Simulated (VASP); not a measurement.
# AlNi (Cm) in VASP: notebook

The runs below take AlNi through single point, with PBEsol.

Program: VASP 6.6.1. These are calculated values, not measurements. Logs are shortened: lines on timing, memory, paths and dates and some standing lists are left out, and cuts for length are marked.

### Step 1. The cell of the first run

Symmetry: Cm, No. 8, monoclinic system. The conventional cell has a = 4.047 Å, b = 4.047 Å, c = 8.691 Å, α = 90.00°, β = 98.93°, γ = 90.00°. Al (site symmetry m) has 1 Ni at 1.58 Å within 2.1 Å. Within 3.3 Å of Al (site symmetry m) lie 8 Ni at 2.48 Å and 6 Al at 2.86 Å. Al (site symmetry m) has 8 Ni at 2.48 Å and 6 Al at 2.86 to 3.16 Å within 3.3 Å. Within 2.1 Å of Ni (site symmetry m) lie 1 Al at 1.58 Å. Ni (site symmetry m) has 8 Al at 2.48 Å and 6 Ni at 2.86 to 3.16 Å within 3.3 Å. Ni (site symmetry m) has 8 Al at 2.48 Å and 6 Ni at 2.86 Å within 3.3 Å.

### Step 2. Single point, PBEsol

INCAR reads:

```
SYSTEM = AlNi
  ALGO = Fast
  EDIFF = 1E-7
  ENCUT = 520
  GGA = PS
  ISIF = 2
  ISMEAR = 0
  LASPH = .True.
  LCHARG = .False.
  LREAL = .False.
  LWAVE = .False.
  NBANDS = 28
  NELM = 60
  PREC = Accurate
  SIGMA = 0.15
```

KPOINTS reads:

```
k-points
0
Gamma
  15 15 5
  0 0 0
```

POSCAR reads:

```
AlNi
1.0
    0.0000000000     -2.8618233747      0.0000000000
    0.0000000000      0.0000000000     -2.8618233747
    8.5854701242     -0.9539411249     -0.9539411249
Al Ni
3 3
Direct
    0.9722222222     -0.0277777778      0.0833333333
    0.8611111111     -0.1388888889      0.4166666667
    0.7500000000     -0.2500000000      0.7500000000
    0.1944444444      0.1944444444      0.9166666667
    0.4166666667      0.4166666667      0.2500000000
    0.3055555556      0.3055555556      0.5833333333
```

Potentials or basis: VASP PAW PBE potentials, release 64 (Al, Ni).

On the command line:

```bash
$ cat potpaw_PBE.64/Al/POTCAR potpaw_PBE.64/Ni/POTCAR > POTCAR
$ mpirun -np 1 vasp_std > vasp.out
```

OUTCAR:

```text
SYSTEM = AlNi
   EDIFF = 1E-7
   ENCUT = 520
   GGA = PS
   ISIF = 2
   ISMEAR = 0
   LASPH = .True.
   LREAL = .False.
   NELM = 60
   PREC = Accurate

 ion  position               nearest neighbor table
   1  0.972  0.972  0.083-   4 1.58   5 2.48   5 2.48   5 2.48   5 2.48   4 2.82   4 2.82   2 2.86
                             3 3.16
   2  0.861  0.861  0.417-   6 2.48   6 2.48   6 2.48   6 2.48   5 2.48   5 2.48   5 2.48   5 2.48
                             3 2.86   1 2.86
   3  0.750  0.750  0.750-   4 2.48   6 2.48   6 2.48   6 2.48   4 2.48   4 2.48   6 2.48   4 2.48
                             2 2.86   1 3.16
   4  0.194  0.194  0.917-   1 1.58   3 2.48   3 2.48   3 2.48   3 2.48   1 2.82   1 2.82   6 2.86

   5  0.417  0.417  0.250-   1 2.48   2 2.48   1 2.48   1 2.48   2 2.48   2 2.48   2 2.48   1 2.48
                             6 2.86
   6  0.306  0.306  0.583-   2 2.48   2 2.48   2 2.48   2 2.48   3 2.48   3 2.48   3 2.48   3 2.48
                             5 2.86   4 2.86

 -----------------------------------------------------------------------------
|                                                                             |
|           W    W    AA    RRRRR   N    N  II  N    N   GGGG   !!!           |
|           W    W   A  A   R    R  NN   N  II  NN   N  G    G  !!!           |
|           W    W  A    A  R    R  N N  N  II  N N  N  G       !!!           |
|           W WW W  AAAAAA  RRRRR   N  N N  II  N  N N  G  GGG   !            |
|           WW  WW  A    A  R   R   N   NN  II  N   NN  G    G                |
|           W    W  A    A  R    R  N    N  II  N    N   GGGG   !!!           |
|                                                                             |
|     The distance between some ions is very small. Please check the          |
|     nearest-neighbor list in the OUTCAR file.                               |
|     I HOPE YOU KNOW WHAT YOU ARE DOING!                                     |
|                                                                             |
 -----------------------------------------------------------------------------

  LATTYP: Found a base centered monoclinic cell.
 ALAT       =     4.0472294296
 B/A-ratio  =     1.0000000000
 C/A-ratio  =     2.1473497878
 COS(beta)  =    -0.1552301051

  Lattice vectors:

 A1 = (   0.0000000000,   2.8618233747,   0.0000000000)
 A2 = (   0.0000000000,   0.0000000000,   2.8618233747)
 A3 = (   8.5854701242,  -0.9539411249,  -0.9539411249)

Analysis of symmetry for initial positions (statically):
=====================================================================
 Subroutine PRICEL returns:
 Original cell was already a primitive cell.

 Routine SETGRP: Setting up the symmetry group for a
 base centered monoclinic supercell.

 Subroutine GETGRP returns: Found  2 space group operations
 (whereof  2 operations were pure point group operations)
 out of a pool of  4 trial point group operations.

The static configuration has the point symmetry C_1h.

Analysis of symmetry for dynamics (positions and initial velocities):
=====================================================================
 Subroutine PRICEL returns:
 Original cell was already a primitive cell.

 Routine SETGRP: Setting up the symmetry group for a
 base centered monoclinic supercell.

 Subroutine GETGRP returns: Found  2 space group operations
 (whereof  2 operations were pure point group operations)
 out of a pool of  4 trial point group operations.

The dynamic configuration has the point symmetry C_1h.

 Subroutine INISYM returns: Found  2 space group operations
 (whereof  2 operations are pure point group operations),
 and found     1 'primitive' translations

----------------------------------------------------------------------------------------

                                     Primitive cell

  volume of cell :      70.3153

  direct lattice vectors                    reciprocal lattice vectors
     0.000000000 -2.861823375  0.000000000    -0.038825286 -0.349427574  0.000000000
     0.000000000  0.000000000 -2.861823375    -0.038825286  0.000000000 -0.349427574
     8.585470124 -0.953941125 -0.953941125     0.116475858  0.000000000  0.000000000

  length of vectors
     2.861823375  2.861823375  8.690817257     0.351577918  0.351577918  0.116475858

  position of ions in fractional coordinates (direct lattice)
     0.972222222  0.972222222  0.083333333
     0.861111111  0.861111111  0.416666667
     0.750000000  0.750000000  0.750000000
     0.194444444  0.194444444  0.916666667
     0.416666667  0.416666667  0.250000000
     0.305555556  0.305555556  0.583333333

  ion indices of the primitive-cell ions
   primitive index   ion index
                 1           1
                 2           2
                 3           3
                 4           4
                 5           5
                 6           6

[... 76 lines left out ...]
     AMIX_MAG =   1.60;   BMIX_MAG =  1.00
  volume/ion in A,a.u.               =      11.72        79.09
  Fermi-wavevector in a.u.,A,eV,Ry     =   1.345075  2.541823 24.616019  1.809226
  Thomas-Fermi vector in A             =   2.473017
   LORBIT       =      0    0 simple, 1 ext, 2 COOP (PROOUT), +10 PAW based schemes
   GGA     = PS    functional components
   LHFCALC =     F    Hartree Fock is set to
   AEXX    =    0.0000 exact exchange contribution
   IVDW    =     0    specifies the selected vdW correction
   LEPSILON=     F    determine dielectric tensor
   LRPA    =     F    only Hartree local field effects (RPA)
 non-spin polarized calculation
 RMM-DIIS sequential band-by-band and
 Gauss-broadening in eV      SIGMA  =   0.15
  energy-cutoff  :      520.00
  volume of cell :       70.32
 maximum number of plane-waves:      1916
 NGX is ok and might be reduce to    24
   NGX = 11   NGY = 11   NGZ = 33

 number of electron      39.0000008 magnetization

 Free energy of the ion-electron system (eV)
  ---------------------------------------------------
  ext. energy  EPLUGINS =         0.00000000
  ---------------------------------------------------
  free energy    TOTEN  =       -28.98114362 eV

  energy without entropy =      -28.95665352  energy(sigma->0) =      -28.96889857

 E-fermi :  10.1308     XC(G=0): -12.2081

 val. band max:       10.1297478822   @ k =   0.3333   0.0667   0.4000
 cond. band min:      10.1331314421   @ k =  -0.4000   0.4000   0.4000
 fundamental gap:      0.0033835599
 Fermi energy:        10.1307785408

 k-point     1 :       0.0000    0.0000    0.0000
  band No.  band energies     occupation
      1      -1.0618      2.00000
      2       0.8609      2.00000
      3       1.1241      2.00000
      4       5.5148      2.00000
      5       5.7522      2.00000
      6       6.5693      2.00000
[... 20 lines left out ...]
     27      18.3415      0.00000
     28      18.3888      0.00000

 k-point     2 :       0.0667    0.0000    0.0000
  band No.  band energies     occupation
      1      -0.9779      2.00000
      2       0.9110      2.00000
      3       1.2288      2.00000
      4       5.5205      2.00000
      5       5.8083      2.00000
      6       6.5606      2.00000
[... 20 lines left out ...]
     27      18.5172      0.00000
     28      18.8817      0.00000

 k-point     3 :       0.1333    0.0000    0.0000
  band No.  band energies     occupation
      1      -0.7273      2.00000
      2       1.0803      2.00000
      3       1.5193      2.00000
      4       5.5605      2.00000
      5       5.9353      2.00000
      6       6.5440      2.00000
[... 20 lines left out ...]
     27      18.5413      0.00000
     28      18.6810      0.00000

 k-point     4 :       0.2000    0.0000    0.0000
  band No.  band energies     occupation
      1      -0.3137      2.00000
      2       1.3866      2.00000
      3       1.9639      2.00000
      4       5.6475      2.00000
      5       6.0659      2.00000
      6       6.4755      2.00000
[... 578 lines left out ...]
     27      18.8598      0.00000
     28      19.1803      0.00000

 k-point    23 :       0.1333    0.1333    0.0000
  band No.  band energies     occupation
      1      -0.3880      2.00000
      2       1.2400      2.00000
      3       1.9800      2.00000
      4       5.5576      2.00000
      5       6.1636      2.00000
      6       6.5538      2.00000
[... 20 lines left out ...]
     27      17.6172      0.00000
     28      19.0818      0.00000

 k-point    24 :       0.2000    0.1333   -0.0000
  band No.  band energies     occupation
      1       0.0248      2.00000
      2       1.5413      2.00000
      3       2.4211      2.00000
      4       5.6592      2.00000
      5       6.2693      2.00000
      6       6.4976      2.00000
[... 20 lines left out ...]
     27      17.3580      0.00000
     28      18.1516      0.00000

 [... further k-points ...]
[... 5 lines left out ...]
  --------------------------------------------------------------------------------------
  -------------------------------------------------------------------------------------
  Total       26.4387659      2.1733961      2.1733961     10.2657902      3.2096680     10.2657899
  in kB      602.4236690     49.5221767     49.5221767    233.9123924     73.1342740    233.9123874
  external PRESSURE =     233.8226741 kB  Pullay stress =       0.0000000 kB

 VOLUME and BASIS-vectors are now :
 -----------------------------------------------------------------------------
  energy-cutoff  :      520.00
  volume of cell :       70.32
      direct lattice vectors                 reciprocal lattice vectors
     0.000000000 -2.861823375  0.000000000    -0.038825286 -0.349427574  0.000000000
     0.000000000  0.000000000 -2.861823375    -0.038825286  0.000000000 -0.349427574
     8.585470124 -0.953941125 -0.953941125     0.116475858  0.000000000  0.000000000

 POSITION                                       TOTAL-FORCE (eV/Angst)
 -----------------------------------------------------------------------------------
      0.71546     -2.86182     -2.86182        17.545617      6.477257      6.477257
      3.57728     -2.86182     -2.86182        -0.013171      0.036616      0.036616
      6.43910     -2.86182     -2.86182         0.148985     -0.166638     -0.166638
      7.87001     -1.43091     -1.43091       -17.850109     -6.490643     -6.490643
      2.14637     -1.43091     -1.43091         0.314818      0.170575      0.170575
      5.00819     -1.43091     -1.43091        -0.146140     -0.027165     -0.027165
 -----------------------------------------------------------------------------------
    total drift:                               -0.000103      0.000513      0.000513

  FREE ENERGIE OF THE ION-ELECTRON SYSTEM (eV)
  ---------------------------------------------------
  free  energy   TOTEN  =       -28.9811436223 eV

  energy  without entropy=      -28.9566535207  energy(sigma->0) =      -28.96889857
```

It took 5.2 min on 1 thread of Intel Xeon 6975P-C (Granite Rapids), shared host; peak memory 0.56 GiB.

Results:

```yaml
Free_energy: -28.9811 eV
Pressure: 23.4 GPa
Largest_force: 20.072 eV/Å
Band_gap_on_the_k_mesh: zero (an odd number of electrons rules out a gap without spin polarisation)
```

Forces in eV/Å, atoms in the order of the input:
```
Al   17.546   6.477   6.477
Al   -0.013   0.037   0.037
Al    0.149  -0.167  -0.167
Ni  -17.850  -6.491  -6.491
Ni    0.315   0.171   0.171
Ni   -0.146  -0.027  -0.027
```

Stress tensor (GPa, compression positive):
```
60.24 23.39 23.39
23.39  4.95  7.31
23.39  7.31  4.95
```

Levels at points of the mesh, in eV from the Fermi level:
```csv
k point,band 16,band 17,band 18,band 19,band 20,band 21,band 22,band 23
"(0.00, 0.00, 0.00)",-1.61,-1.56,-1.54,-0.76,-0.12,5.59,6.03,6.13
```

Caveat: atoms lie so close that the PAW spheres overlap strongly, which falsifies energies and pressures; the stress differs along the axes, from 5 to 60 GPa; the PAW data sets were made with another functional, which shifts forces and pressure a little.

### Step 3. Single point, PBEsol

INCAR reads:

```
SYSTEM = AlNi
PREC = Accurate ; ENCUT = 520
EDIFF = 1E-6 ; ISMEAR = 0
SIGMA = 0.15 ; LREAL = .False.
LASPH = .True. ; NELM = 100
ALGO = Fast ; ISIF = 2
LWAVE = .False. ; LCHARG = .True.
GGA = PS ; LELF = .True.
LVHAR = .True. ; NBANDS = 28
```

KPOINTS reads:

```
regular mesh
0
Gamma
  15 15 5
  0 0 0
```

POSCAR reads:

```
AlNi
1.0
    0.0000000000     -2.8618233747      0.0000000000
    0.0000000000      0.0000000000     -2.8618233747
    8.5854701242     -0.2384852812     -0.2384852812
Al Ni
3 3
Direct
    0.9930555556     -0.0069444444      0.0833333333
    0.9652777778     -0.0347222222      0.4166666667
    0.9375000000     -0.0625000000      0.7500000000
    0.4236111111      0.4236111111      0.9166666667
    0.4791666667      0.4791666667      0.2500000000
    0.4513888889      0.4513888889      0.5833333333
```

Potentials or basis: VASP PAW PBE potentials, release 64 (Al, Ni).

On the command line:

```bash
$ cat potpaw_PBE.64/Al/POTCAR potpaw_PBE.64/Ni/POTCAR > POTCAR
$ mpirun -np 1 vasp_std > vasp.out
```

Wall time 4.2 min (1 thread of Intel Xeon 6975P-C (Granite Rapids), shared host); peak memory 0.55 GiB.

The run converged. Its results:

* Free energy: -34.5473 eV
* Pressure: 1.7 GPa
* Largest force: 1.448 eV/Å
* Band gap on the k mesh: zero (an odd number of electrons rules out a gap without spin polarisation)

Forces on the atoms (eV/Å):
```
Al   0.599  0.932  0.932
Al  -0.010  0.018  0.018
Al   0.027 -0.076 -0.076
Ni  -0.638 -0.897 -0.897
Ni   0.025  0.041  0.041
Ni  -0.003 -0.018 -0.018
```

Stress tensor (GPa, compression positive):
```
2.31 3.88 3.88
3.88 1.35 1.46
3.88 1.46 1.35
```

Levels at points of the mesh, in eV from the Fermi level:
| k point | band 15 | band 16 | band 17 | band 18 | band 19 | band 20 | band 21 | band 22 | band 23 | band 24 |
| --- | --- | --- | --- | --- | --- | --- | --- | --- | --- | --- |
| (0.00, 0.00, 0.00) | -1.61 | -1.58 | -1.53 | -1.50 | -0.19 | -0.15 | 5.48 | 5.62 | 5.73 | 7.54 |

Caveat: the PAW data sets were made with another functional, which shifts forces and pressure a little. Spin polarisation is off, so any magnetic state and its effect on volume and gap are missing.

### Step 4. Single point, PBEsol (the part above a cut slid along it)

INCAR reads:

```
ALGO = Fast ; EDIFF = 1E-7
ENCUT = 520 ; GGA = PS
ISIF = 2 ; ISMEAR = 0
LASPH = T ; LCHARG = T
LELF = T ; LREAL = F
LVHAR = T ; LWAVE = F
NBANDS = 28 ; NELM = 100
PREC = Accurate ; SIGMA = 0.15
```

KPOINTS reads:

```
k-points
0
Gamma
  15 15 5
```

POSCAR reads:

```
AlNi
1.0
    0.0000000000     -2.8618233747      0.0000000000
    0.0000000000      0.0000000000     -2.8618233747
   11.7854701242     -1.1924264061     -1.1924264061
Al Ni
3 3
Direct
    0.9747055825     -0.0252944175      0.0607066020
    0.8735279126     -0.1264720874      0.3035330098
    0.7723502427     -0.2276497573      0.5463594176
    0.2217614077      0.2217614077      0.6677726215
    0.4241167476      0.4241167476      0.1821198059
    0.3229390776      0.3229390776      0.4249462137
```

On the command line:

```bash
$ cat potpaw_PBE.64/Al/POTCAR potpaw_PBE.64/Ni/POTCAR > POTCAR
$ mpirun -np 1 vasp_std > vasp.out
```

Run time: 7.9 min. Hardware: 1 thread of Intel Xeon 6975P-C (Granite Rapids), shared host; peak memory 0.73 GiB.

The run converged. Its results:

- Free energy: -32.1159 eV
- Pressure: -4.5 GPa
- Largest force: 1.008 eV/Å
- Band gap on the k mesh: zero (an odd number of electrons rules out a gap without spin polarisation)

Forces in eV/Å, atoms in the order of the input:
```
Al   0.101  0.000  0.000
Al   0.082  0.000  0.000
Al   1.008  0.000  0.000
Ni  -0.601  0.001  0.001
Ni  -0.391  0.000  0.000
Ni  -0.198  0.000  0.000
```

Stress tensor (GPa, compression positive):
```
-2.58  0.00  0.00
 0.00 -5.44  0.00
 0.00  0.00 -5.44
```

Levels at points of the mesh, in eV from the Fermi level:
```tsv
k point	band 15	band 16	band 17	band 18	band 19	band 20	band 21	band 22	band 23	band 24
(0.00, 0.00, 0.00)	-1.55	-1.10	-0.90	-0.90	-0.60	-0.56	1.77	2.89	6.07	6.07
```

Caveat: the cell differs from its parent crystal (the part above a cut slid along it); the cell stands under tension; the PAW data sets were made with another functional, which shifts forces and pressure a little. Spin polarisation is off, so any magnetic state and its effect on volume and gap are missing.

### Step 5. Summary

| cell | further INCAR settings | gap on the mesh (eV) | pressure (GPa) | largest force (eV/Å) |
| --- | --- | --- | --- | --- |
| a = 2.862, b = 2.862, c = 8.691 Å, angles 83.7, 83.7, 90.0°, 6 atoms | ALGO = Fast; EDIFF = 1e-07; NBANDS = 28 | none | 23.4 | 20.07 |
| a = 2.862, b = 2.862, c = 8.592 Å, angles 88.4, 88.4, 90.0°, 6 atoms | ALGO = Fast; EDIFF = 1e-06; NBANDS = 28 | none | 1.7 | 1.45 |
| a = 2.862, b = 2.862, c = 11.906 Å, angles 84.3, 84.3, 90.0°, 6 atoms | ALGO = Fast; EDIFF = 1e-07; NBANDS = 28 | none | -4.5 | 1.01 |

Alike in all rows: task single point; level PBEsol; potentials or basis VASP PAW PBE potentials, release 64 (Al, Ni); no spin polarisation; k mesh 15 × 15 × 5; cutoff (eV) 520; smearing gaussian 0.15 eV.

Caveats: the PAW data sets were made with another functional, which shifts forces and pressure a little; atoms lie so close that the PAW spheres overlap strongly, which falsifies energies and pressures (at least some runs); the stress differs along the axes, from 5 to 60 GPa (at least some runs); the cell stands under tension (at least some runs).

Absolute energies hang on the potentials; compare differences alone.
